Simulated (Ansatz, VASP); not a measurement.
One calculation of Mg4S, two programs

```
CELL_PARAMETERS angstrom
5.01900 0.00000 0.00000
-2.50950 4.34658 0.00000
0.00000 0.00000 6.03989
ATOMIC_POSITIONS crystal
Mg 0.33333 0.66667 0.50000
Mg 0.66667 0.33333 0.50000
Mg 0.33333 0.66667 0.00000
Mg 0.66667 0.33333 0.00000
S 0.00000 0.00000 0.00000
```

Alike in both runs: functional PBE; k mesh 6 × 6 × 4; occupations gaussian, width 0.1 eV; no spin polarisation.

Ansatz relaxed the structure, and its values are those at the end. VASP's run is a single point on that final structure, the one shown.

```csv
,VASP,Ansatz
version,VASP 6.6.1,Ansatz 0.2.0
potentials or method,"VASP PAW PBE potentials, release 64 (Mg, S), cutoff 520 eV","scalar-relativistic, plane waves, PAW"
valence electrons in the cell,14,46
```

Ansatz gave:

```
gap on the k mesh at the Fermi level (eV) : none
pressure (GPa)                            : 0.3
```

**Question.** Estimate VASP's values.

**Answer.** gap on the k mesh at the Fermi level (eV): none; pressure (GPa): 0.2.

A gap of «none» marks a metal or a gap that the smearing closes. With one functional, cell and mesh, what is left measures potentials, basis and numerics. VASP's potentials hold 14 valence electrons a cell and Ansatz's 46, so a difference there can come from the potentials and not from the codes.
